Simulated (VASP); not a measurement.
## Ni: single point with LDA

Crystal: Ni.

```xyz
1
Lattice="0.0000 1.8026 1.8026 1.8026 0.0000 1.8026 1.8026 1.8026 0.0000" Properties=species:S:1:pos:R:3 pbc="T T T"
Ni    0.0000    0.0000    0.0000
```

```yaml
Program: VASP 6.6.1
Task: single point
Functional: LDA
Potentials_or_basis: VASP PAW LDA potentials, release 64 (Ni)
Cutoff: 520 eV
k_mesh: 20 × 20 × 20
Occupations: fermi-dirac, width 0.05 eV
Spin: collinear spin, ferromagnetic start
Starting_moments: "[1.5] μB"
Dipole_correction: no
Further_INCAR_settings: ALGO = Normal; EDIFF = 1e-07; NBANDS = 15
```

The pressure is -26.8 GPa and the net moment is 0.62 μB per cell. The site moments are Ni +0.63 μB and the valence electrons inside the program's atomic spheres are Ni 9.20.

Levels at points of the mesh, in eV from the Fermi level:
Spin up:
| k point | band 2 | band 3 | band 4 | band 5 | band 6 | band 7 | band 8 | band 9 |
| --- | --- | --- | --- | --- | --- | --- | --- | --- |
| (0.00, 0.00, 0.00) | -2.17 | -2.17 | -2.17 | -1.14 | -1.14 | 23.17 | 26.33 | 26.33 |
| (0.50, 0.00, 0.00) | -2.17 | -2.17 | -0.53 | -0.53 | -0.11 | 5.21 | 21.72 | 23.30 |
| (0.50, 0.50, 0.00) | -3.76 | -0.50 | -0.40 | -0.40 | 2.42 | 8.63 | 14.10 | 14.10 |
Spin down:
```tsv
k point	band 1	band 2	band 3	band 4	band 5	band 6	band 7	band 8	band 9	band 10
(0.00, 0.00, 0.00)	-8.44	-1.54	-1.54	-1.54	-0.56	-0.56	23.14	26.39	26.39	26.39
(0.50, 0.00, 0.00)	-4.01	-1.60	-1.60	-0.09	0.14	0.14	5.58	21.69	23.41	23.41
(0.50, 0.50, 0.00)	-3.81	-3.23	0.11	0.32	0.32	2.46	8.90	14.17	14.17	19.14
```

It took 60 s on 1 thread of Intel(R) Xeon(R) Platinum 8488C (Sapphire Rapids), with other jobs on the host, peak memory 0.18 GiB.

Caveat: the cell stands under tension.
